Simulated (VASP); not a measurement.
# Si: single point with r2SCAN

Si:

```
CELL_PARAMETERS angstrom
1.81699 -5.35208 0.01212
1.96636 5.40548 0.18009
0.63649 0.19883 12.79680
ATOMIC_POSITIONS crystal
Si 0.75478 0.23905 0.94460
Si 0.24382 0.75780 0.05382
Si 0.75904 0.24192 0.55447
Si 0.23978 0.75519 0.44539
Si 0.42307 0.56656 0.15706
Si 0.57245 0.42844 0.84286
Si 0.43125 0.57673 0.34361
Si 0.57384 0.43001 0.65879
Si 0.97208 0.02986 0.90913
Si 0.03153 0.97513 0.09045
Si 0.97042 0.02845 0.59028
Si 0.02794 0.97085 0.40953
```

```json
{"Program": "VASP 6.6.1", "Task": "single point", "Functional": "r2SCAN", "Potentials or basis": "VASP PAW PBE potentials, release 64 (Si)", "Cutoff": "520 eV", "k mesh": "8 × 8 × 2", "Occupations": "gaussian, width 0.05 eV", "Spin": "no spin polarisation"}
```

* Pressure: 0.6 GPa
* Largest force: 1.593 eV/Å
* Band gap on the k mesh: 0.65 eV (least direct gap 0.85 eV)

Forces in eV/Å, atoms in the order of the input:
```
Si   1.527 -0.191 -0.297
Si  -1.511  0.321  0.393
Si  -1.392  0.342  0.591
Si   1.411 -0.036 -0.461
Si  -0.530 -0.053  0.363
Si   0.952  0.056 -0.192
Si   0.242  0.266 -0.378
Si  -0.625 -0.396 -0.149
Si  -0.750  0.250  0.079
Si   0.359 -0.371 -0.077
Si   0.407 -0.249 -0.179
Si  -0.090  0.061  0.306
```

Stress tensor (GPa, compression positive):
```
 3.06 -1.82 -7.45
-1.82 -0.66 -2.13
-7.45 -2.13 -0.66
```

Levels at points of the mesh, in eV from the valence-band top:
| k point | band 21 | band 22 | band 23 | band 24 | band 25 | band 26 | band 27 | band 28 |
| --- | --- | --- | --- | --- | --- | --- | --- | --- |
| (0.00, 0.00, 0.00) | -1.44 | -1.12 | -0.58 | -0.44 | 0.73 | 1.21 | 1.53 | 1.63 |
| (0.50, 0.00, 0.00) | -2.32 | -2.18 | -1.85 | -1.25 | 1.04 | 1.28 | 1.56 | 2.02 |
| (0.00, 0.50, 0.00) | -2.46 | -2.31 | -1.94 | -1.38 | 0.97 | 1.31 | 1.37 | 1.95 |
| (0.50, 0.50, 0.00) | -1.27 | -0.64 | -0.39 | 0.00 | 0.85 | 1.04 | 1.85 | 1.93 |
| (0.00, 0.00, 0.50) | -1.24 | -1.11 | -1.03 | -0.86 | 1.15 | 1.23 | 1.76 | 1.78 |
| (0.50, 0.00, 0.50) | -2.33 | -2.03 | -1.72 | -1.62 | 1.39 | 1.42 | 1.69 | 2.05 |
| (0.00, 0.50, 0.50) | -2.32 | -2.17 | -1.98 | -1.70 | 1.35 | 1.40 | 1.66 | 1.81 |
| (0.50, 0.50, 0.50) | -1.06 | -0.97 | -0.18 | -0.10 | 0.76 | 0.87 | 1.72 | 1.84 |

Run time: 64 min on 1 thread of Oxide Virtual Turin-like Processor (shared host), peak memory 0.71 GiB.

Caveat: the PAW data sets were made with another functional, which shifts forces and pressure a little. A k mesh can miss the band edges.
